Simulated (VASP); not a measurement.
The system is PbF2.

```
Pb F
1.0
     0.00000    2.96366    2.96366
     2.96366    0.00000    2.96366
     2.96366    2.96366    0.00000
Pb F
1 2
Direct
  0.00000 0.00000 0.00000
  0.75000 0.75000 0.75000
  0.25000 0.25000 0.25000
```

* Program: VASP 6.6.1
* Task: relaxation of cell and atoms
* Functional: PBEsol
* Dispersion: D3(BJ)
* Potentials or basis: VASP PAW PBE potentials, release 64 (Pb_d, F)
* Cutoff: 600 eV
* k mesh: 8 × 8 × 8
* Occupations: fermi-dirac, width 0.05 eV
* Spin: no spin polarisation

At the start: pressure -2.6 GPa; volume 17.35 Å³/atom.

Q: Where does the relaxation end?

A: Over 3 steps the energy falls by 5.2 meV/atom and the volume is 16.74 Å³/atom (-3.5 %); space group Fm-3m (No. 225, to 0.1 Å) before and after.

The path:
| step | energy change (eV) | largest force (eV/Å) | pressure (GPa) | volume (Å³) |
| --- | --- | --- | --- | --- |
| 1 | 0.0000 | 0.0000 | -2.65 | 52.06 |
| 2 | -0.0152 | 0.0000 | 0.50 | 49.93 |
| 3 | -0.0156 | 0.0000 | 0.00 | 50.23 |

Final structure:
```
Pb F
1.0
     0.00000    2.92852    2.92852
     2.92852    0.00000    2.92852
     2.92852    2.92852    0.00000
Pb F
1 2
Direct
  0.00000 0.00000 0.00000
  0.75000 0.75000 0.75000
  0.25000 0.25000 0.25000
```

Caveat: the PAW data sets were made with another functional, which shifts forces and pressure a little.
